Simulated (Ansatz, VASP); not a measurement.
Two plane-wave programs on Os

File INCAR:

```
SYSTEM = Os
PREC = Accurate
ENCUT = 520
EDIFF = 1E-6
ISMEAR = 0
SIGMA = 0.15
LREAL = .FALSE.
LASPH = .TRUE.
NELM = 100
ALGO = Normal
ISIF = 2
LWAVE = .FALSE.
LCHARG = .TRUE.
GGA = PS
LELF = .TRUE.
LVHAR = .TRUE.
NBANDS = 15
```

Contents of KPOINTS:

```
Automatic mesh
0
G
  18 18 12
  0 0 0
```

The input POSCAR:

```
Os
1.0
    2.8708049743      0.0000000000      0.0000000000
   -1.4354024872      2.4861900370      0.0000000000
    0.0000000000      0.0000000000      4.5356850000
Os
2
Direct
    0.3333333333      0.6666666667      0.2500000000
    0.6666666667      0.3333333333      0.7500000000
```

Input for Ansatz:

```yaml
crystal:
  lattice:
    - [2.8708049743, 0.0, 0.0]
    - [-1.4354024872, 2.486190037, 0.0]
    - [0.0, 0.0, 4.535685]
  atoms:
    - { symbol: Os, position: [0.3333333333, 0.6666666667, 0.25] }
    - { symbol: Os, position: [0.6666666667, 0.3333333333, 0.75] }
basis:
  ecutwfc: 420
kpoints:
  mp_grid: { grid: [18, 18, 12] }
hamiltonian:
  xc: pbesol
scf:
  occupations: { method: gaussian, width: 0.15 }
output:
  forces: true
  stress: true
  eigenvalues: true
  write_density: true
  write_potential: true
  elf: true
  volumetric_format: npy
```

Change from the starting cell: strain +0.050 along x and y, +0.050 along z, atoms carried along.

Alike in both runs: task single point; functional PBEsol; k mesh 18 × 18 × 12; occupations gaussian, width 0.15 eV; no spin polarisation.

|  | VASP | Ansatz |
| --- | --- | --- |
| version | VASP 6.6.1 | Ansatz 0.2.0 |
| potentials or method | VASP PAW PBE potentials, release 64 (Os), cutoff 520 eV | scalar-relativistic, plane waves, PAW |
| valence electrons in the cell | 16 | 32 |

VASP gave:

```
gap on the k mesh at the Fermi level (eV)                     : none
pressure (GPa)                                                : -46.1
traceless stress, the component that is largest in VASP (GPa) : -2.11
```

Task: Estimate Ansatz's values.

Result: gap on the k mesh at the Fermi level (eV): none; pressure (GPa): -45.7; traceless stress, the component that is largest in VASP (GPa): -2.08.

VASP's potentials were made for PBE, not for PBEsol. A gap of «none» marks a metal or a gap that the smearing closes. Both programs put the cell under strong tension, so it lies far from rest at this level. VASP's potentials hold 16 valence electrons a cell and Ansatz's 32, so a difference there can come from the potentials and not from the codes.

Spin-orbit coupling is off throughout. Noted on VASP's run: the cell as given lies far from equilibrium.
